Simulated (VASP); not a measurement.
# Pt (P6_3/mmc) in VASP: further runs

The runs below take Pt through single point, with LDA.

Program: VASP 6.6.1. These are calculated values, not measurements. Logs are shortened: lines on timing, memory, paths and dates and some standing lists are left out, and cuts for length are marked.

## (1) The cell of the first run

Symmetry: P6_3/mmc, No. 194, hexagonal system. The conventional cell has a = 2.580 Å, b = 2.580 Å, c = 4.456 Å, α = 90.00°, β = 90.00°, γ = 120.00°. Within 3.4 Å of Pt (site symmetry -6m2) lie 12 Pt at 2.58 to 2.68 Å.

This isn't the form of Pt at room conditions, which is fcc.

## (2) Single point, LDA, collinear spin (12.85 Å³/atom)

Contents of INCAR:

```
PREC     = Accurate       # precision mode
ENCUT    = 570            # plane-wave cutoff, eV
EDIFF    = 1E-6           # SCF threshold, eV
ISMEAR   = 0              # smearing method
SIGMA    = 0.15           # smearing width, eV
LREAL    = False          # projectors in reciprocal space
LASPH    = True           # aspherical terms in the spheres
NELM     = 200            # most SCF steps
ALGO     = Normal         # electronic algorithm
ISIF     = 2              # what is computed and relaxed
LWAVE    = False          # write WAVECAR
LCHARG   = False          # write CHGCAR
ISPIN    = 2              # spin polarisation
MAGMOM   = 0.2 0.2        # initial moments
LORBIT   = 11             # projections on sites
NUPDOWN  = 0.4            # fixed moment
LMAXMIX  = 4              # l up to which the mixer works
NBANDS   = 29             # bands
GGA_COMPAT= False
```

Contents of KPOINTS:

```
Automatic mesh
0
Gamma
  21 21 10
```

Contents of POSCAR:

```
Pt
1.0
    2.5804946569      0.0000000000      0.0000000000
   -1.2902473284      2.2347739272      0.0000000000
    0.0000000000      0.0000000000      4.4558335951
Pt
2
Direct
    0.6666666667      0.3333333333      0.7500000000
    0.3333333333      0.6666666667      0.2500000000
```

Potentials or basis: VASP PAW LDA potentials, release 64 (Pt_sv_GW).

Run with:

```console
> cat potpaw_LDA.64/Pt_sv_GW/POTCAR > POTCAR
> mpirun -np 1 vasp_std > vasp.out
```

OUTCAR:

```text
PREC = Accurate
   ENCUT = 570
   EDIFF = 1E-6
   ISMEAR = 0
   LREAL = False
   LASPH = True
   NELM = 200
   ISIF = 2
   ISPIN = 2
   LORBIT = 11
   NUPDOWN = 0.4

 ion  position               nearest neighbor table
   1  0.667  0.333  0.750-   2 2.68   2 2.68   2 2.68   2 2.68   2 2.68   2 2.68
   2  0.333  0.667  0.250-   1 2.68   1 2.68   1 2.68   1 2.68   1 2.68   1 2.68

  LATTYP: Found a hexagonal cell.
 ALAT       =     2.5804946569
 C/A-ratio  =     1.7267362221

  Lattice vectors:

 A1 = (   2.5804946569,   0.0000000000,   0.0000000000)
 A2 = (  -1.2902473284,   2.2347739272,   0.0000000000)
 A3 = (   0.0000000000,   0.0000000000,   4.4558335951)

Analysis of symmetry for initial positions (statically):
=====================================================================
 Subroutine PRICEL returns:
 Original cell was already a primitive cell.

 Routine SETGRP: Setting up the symmetry group for a
 hexagonal supercell.

 Subroutine GETGRP returns: Found 24 space group operations
 (whereof 12 operations were pure point group operations)
 out of a pool of 24 trial point group operations.

The static configuration has the point symmetry D_3d.
 The point group associated with its full space group is D_6h.

Analysis of symmetry for dynamics (positions and initial velocities):
=====================================================================
 Subroutine PRICEL returns:
 Original cell was already a primitive cell.

 Routine SETGRP: Setting up the symmetry group for a
 hexagonal supercell.

 Subroutine GETGRP returns: Found 24 space group operations
 (whereof 12 operations were pure point group operations)
 out of a pool of 24 trial point group operations.

The dynamic configuration has the point symmetry D_3d.
 The point group associated with its full space group is D_6h.

Analysis of structural, dynamic, and magnetic symmetry:
=====================================================================
 Subroutine PRICEL returns:
 Original cell was already a primitive cell.

 Routine SETGRP: Setting up the symmetry group for a
 hexagonal supercell.

 Subroutine GETGRP returns: Found 24 space group operations
 (whereof 12 operations were pure point group operations)
 out of a pool of 24 trial point group operations.

The overall configuration has the point symmetry D_3d.
 The point group associated with its full space group is D_6h.

 Subroutine INISYM returns: Found 24 space group operations
 (whereof 12 operations are pure point group operations),
 and found     1 'primitive' translations

----------------------------------------------------------------------------------------

                                     Primitive cell

  volume of cell :      25.6960

  direct lattice vectors                    reciprocal lattice vectors
     2.580494657  0.000000000  0.000000000     0.387522600  0.223736278  0.000000000
    -1.290247328  2.234773927  0.000000000     0.000000000  0.447472555  0.000000000
     0.000000000  0.000000000  4.455833595     0.000000000  0.000000000  0.224424898

  length of vectors
     2.580494657  2.580494657  4.455833595     0.447472555  0.447472555  0.224424898

  position of ions in fractional coordinates (direct lattice)
     0.666666667  0.333333333  0.750000000
     0.333333333  0.666666667  0.250000000

  ion indices of the primitive-cell ions
   primitive index   ion index
                 1           1
                 2           2

----------------------------------------------------------------------------------------

 KPOINTS: Automatic mesh

Automatic generation of k-mesh.
 Grid dimensions read from file:
 generate k-points for:   21   21   10

 Generating k-lattice:

  Cartesian coordinates                     Fractional coordinates (reciprocal lattice)
     0.018453457  0.010654108  0.000000000     0.047619048 -0.000000000  0.000000000
     0.000000000  0.021308217  0.000000000     0.000000000  0.047619048  0.000000000
     0.000000000  0.000000000  0.022442490     0.000000000  0.000000000  0.100000000

  Length of vectors
     0.021308217  0.021308217  0.022442490

  Shift w.r.t. Gamma in fractional coordinates (k-lattice)
     0.000000000  0.000000000  0.000000000

 Subroutine IBZKPT returns following result:
 ===========================================

 Found    288 irreducible k-points:

 Following reciprocal coordinates:
            Coordinates               Weight
  0.000000  0.000000  0.000000      1.000000
  0.047619  0.000000  0.000000      6.000000
  0.095238  0.000000  0.000000      6.000000
  0.142857  0.000000  0.000000      6.000000
  0.190476  0.000000  0.000000      6.000000
  0.238095 -0.000000  0.000000      6.000000
[... 16 lines left out ...]
  0.142857  0.095238  0.000000     12.000000
  0.190476  0.095238  0.000000     12.000000
 [... further k-points ...]
   k-points           NKPTS =    288   k-points in BZ     NKDIM =    288   number of bands    NBANDS=     29
   number of dos      NEDOS =    301   number of ions     NIONS =      2
   total plane-waves  NPLWV =  14400
   dimension x,y,z NGX =    20 NGY =   20 NGZ =   36
   dimension x,y,z NGXF=    40 NGYF=   40 NGZF=   72
   ions per type =               2
   NGX,Y,Z   is equivalent  to a cutoff of  12.88, 12.88, 13.43 a.u.
   NGXF,Y,Z  is equivalent  to a cutoff of  25.77, 25.77, 26.86 a.u.
 SYSTEM =  unknown system
   PREC   = accura    normal or accurate (medium, high low for compatibility)
   ISTART =      0    job   : 0-new  1-cont  2-samecut
   ICHARG =      2    charge: 1-file 2-atom 10-const
   ISPIN  =      2    spin polarized calculation?
   LNONCOLLINEAR =      F non collinear calculations
   LSORBIT =      F    spin-orbit coupling
   LASPH  =      T    aspherical Exc in radial PAW
   ENCUT  =  570.0 eV  41.89 Ry    6.47 a.u.   5.02  5.02  8.67*2*pi/ulx,y,z
   NELM   =    200;   NELMIN=  2; NELMDL= -5     # of ELM steps
   EDIFF  = 0.1E-05   stopping-criterion for ELM
   LREAL  =      F    real-space projection
   EDIFFG = 0.1E-04   stopping-criterion for IOM
   NSW    =      0    number of steps for IOM
   IBRION =     -1    ionic relax: 0-MD 1-quasi-New 2-CG
   NFREE  =      0    steps in history (QN), initial steepest desc. (CG)
   ISIF   =      2    stress and relaxation
   ISYM   =      2    0-nonsym 1-usesym 2-fastsym
   POTIM  = 0.5000    time-step for ionic-motion
   TEBEG  =    0.0;   TEEND  =   0.0 temperature during run
   PSTRESS=    0.0 pullay stress
   NELECT =      36.0000    total number of electrons
   NUPDOWN=       0.4000    fix difference up-down
   EMIN   =  10.00;   EMAX   =-10.00  energy-range for DOS
   EFERMI =   0.00;   METHOD = LEGACY
   ISMEAR =     0;   SIGMA  =   0.15  broadening in eV -4-tet -1-fermi 0-gaus
   EFERMI_NEDOS =   21; number of points for ismear=-14 and -15
   IALGO  =     38    algorithm
   IMIX   =      4    mixing-type and parameters
     AMIX     =   0.40;   BMIX     =  1.00
     AMIX_MAG =   1.60;   BMIX_MAG =  1.00
  volume/ion in A,a.u.               =      12.85        86.70
  Fermi-wavevector in a.u.,A,eV,Ry     =   1.831838  3.461673 45.656144  3.355632
  Thomas-Fermi vector in A             =   2.886008
   LORBIT       =     11    0 simple, 1 ext, 2 COOP (PROOUT), +10 PAW based schemes
   GGA     = CA    functional components
   LHFCALC =     F    Hartree Fock is set to
   AEXX    =    0.0000 exact exchange contribution
   IVDW    =     0    specifies the selected vdW correction
   LEPSILON=     F    determine dielectric tensor
   LRPA    =     F    only Hartree local field effects (RPA)
 spin polarized calculation
 Gauss-broadening in eV      SIGMA  =   0.15
  energy-cutoff  :      570.00
  volume of cell :       25.70
 maximum number of plane-waves:       825
 NGX is ok and might be reduce to    20
   NGX =  9   NGY =  9   NGZ = 17

 number of electron      36.0000001 magnetization       0.4000000

 Free energy of the ion-electron system (eV)
  ---------------------------------------------------
  ext. energy  EPLUGINS =         0.00000000
  ---------------------------------------------------
  free energy    TOTEN  =       -13.79437679 eV

  energy without entropy =      -13.76419193  energy(sigma->0) =      -13.77928436

 E-fermi :  13.5953     XC(G=0): -15.4266

 val. band max:       13.7554182483   @ k =   0.3333   0.2381   0.4000
 cond. band min:      13.5956710538   @ k =   0.3810   0.0476   0.0000
 fundamental gap:     -0.1597471945
 Fermi energy:        13.7584996712

 spin component 1

 k-point     1 :       0.0000    0.0000    0.0000
  band No.  band energies     occupation
      1     -85.2603      1.00000
      2     -85.2053      1.00000
      3     -40.0174      1.00000
      4     -39.4199      1.00000
      5     -39.4199      1.00000
      6     -39.3331      1.00000
[... 21 lines left out ...]
     28      36.8006      0.00000
     29      38.4774      0.00000
[... 705 lines left out ...]
 k-point    24 :       0.1905    0.0952    0.0000
  band No.  band energies     occupation
      1     -85.2226      1.00000
      2     -85.1813      1.00000
      3     -39.8685      1.00000
      4     -39.8005      1.00000
      5     -39.7446      1.00000
      6     -39.5367      1.00000
[... 21 lines left out ...]
     28      36.8940      0.00000
     29      38.2795      0.00000

 [... further k-points ...]

 spin component 2

 k-point     1 :       0.0000    0.0000    0.0000
  band No.  band energies     occupation
      1     -85.1571      1.00000
      2     -85.1021      1.00000
      3     -39.8946      1.00000
      4     -39.3010      1.00000
      5     -39.3010      1.00000
      6     -39.2140      1.00000
[... 21 lines left out ...]
     28      36.8636      0.00000
     29      38.5149      0.00000
[... 705 lines left out ...]
 k-point    24 :       0.1905    0.0952    0.0000
  band No.  band energies     occupation
      1     -85.1194      1.00000
      2     -85.0781      1.00000
      3     -39.7453      1.00000
      4     -39.6822      1.00000
      5     -39.6263      1.00000
      6     -39.4179      1.00000
[... 21 lines left out ...]
     28      36.9518      0.00000
     29      38.3437      0.00000

 [... further k-points ...]

------------------------ aborting loop because EDIFF is reached ----------------------------------------

  FORCE on cell =-STRESS in cart. coord.  units (eV):
  Direction    XX          YY          ZZ          XY          YZ          ZX
  --------------------------------------------------------------------------------------
  -------------------------------------------------------------------------------------
  Total       10.8567051     10.8567051      9.2574723      0.0000000      0.0000000      0.0000000
  in kB      676.9289711    676.9289711    577.2148277      0.0000000      0.0000000      0.0000000
  external PRESSURE =     643.6909233 kB  Pullay stress =       0.0000000 kB

 VOLUME and BASIS-vectors are now :
 -----------------------------------------------------------------------------
  energy-cutoff  :      570.00
  volume of cell :       25.70
      direct lattice vectors                 reciprocal lattice vectors
     2.580494657  0.000000000  0.000000000     0.387522600  0.223736278  0.000000000
    -1.290247328  2.234773927  0.000000000     0.000000000  0.447472555  0.000000000
     0.000000000  0.000000000  4.455833595     0.000000000  0.000000000  0.224424898

 POSITION                                       TOTAL-FORCE (eV/Angst)
 -----------------------------------------------------------------------------------
      1.29025      0.74492      3.34188         0.000000     -0.000000      0.000000
     -0.00000      1.48985      1.11396        -0.000000      0.000000      0.000000
 -----------------------------------------------------------------------------------
    total drift:                               -0.000000      0.000000     -0.000000

  FREE ENERGIE OF THE ION-ELECTRON SYSTEM (eV)
  ---------------------------------------------------
  free  energy   TOTEN  =       -13.7943767857 eV

  energy  without entropy=      -13.7641919284  energy(sigma->0) =      -13.77928436

 total charge

# of ion       s       p       d       f       tot
--------------------------------------------------
    1        4.495   6.133   7.963   0.043  18.633
    2        4.495   6.133   7.963   0.043  18.633
--------------------------------------------------
tot          8.989  12.266  15.925   0.085  37.266

 magnetization (x)

# of ion       s       p       d       f       tot
--------------------------------------------------
    1        0.013   0.001   0.199   0.001   0.214
    2        0.013   0.001   0.199   0.001   0.214
--------------------------------------------------
tot          0.026   0.002   0.398   0.001   0.427
```

Run time: 2.6 min. Hardware: 1 thread of Intel Xeon 6975P-C (Granite Rapids), shared host; peak memory 0.42 GiB.

Results:

* Free energy: -13.7944 eV
* Pressure: 64.4 GPa
* Net moment: 0.40 μB per cell
* Site moments: Pt +0.21 μB

Caveat: the stress differs along the axes, from 58 to 68 GPa; spin-orbit coupling is left out, which moves the levels of the heavy elements; the total moment is fixed, so each spin has its own Fermi level and the state may be an excited one.

[end of part 1 of 2]
